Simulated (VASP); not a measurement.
A run of VASP 6.6.1 is set up as follows.

Contents of INCAR:

```
SYSTEM = Sn
ALGO = Normal
EDIFF = 1E-6
ENCUT = 520
GGA = PE
ISIF = 2
ISMEAR = -1
LASPH = .TRUE.
LCHARG = .TRUE.
LELF = .TRUE.
LREAL = .FALSE.
LVHAR = .TRUE.
LWAVE = .FALSE.
NBANDS = 21
NELM = 60
PREC = Accurate
SIGMA = 0.1
```

KPOINTS

```
k-points
0
G
  8 8 8
  0 0 0
```

File POSCAR:

```
Sn
1.0
    0.0000000000      3.3289000152      3.3289000152
    3.3289000152      0.0000000000      3.3289000152
    3.3289000152      3.3289000152      0.0000000000
Sn
2
Direct
    0.5000000000      0.5000000000      0.5000000000
    0.7500000000      0.7500000000      0.7500000000
```

Potentials or basis: VASP PAW PBE potentials, release 64 (Sn_d).

The run is started by

```console
$ cat potpaw_PBE.64/Sn_d/POTCAR > POTCAR
$ mpirun -np 1 vasp_std > vasp.out
```

Question: Predict the band gap on the k mesh.

Answer: Zero (bands 14 and 15 overlap by 0.23 eV).

Question: What does it give for the pressure?

Answer: 0.0 GPa.

Caveat: spin-orbit coupling is left out, which moves the levels of the heavy elements.
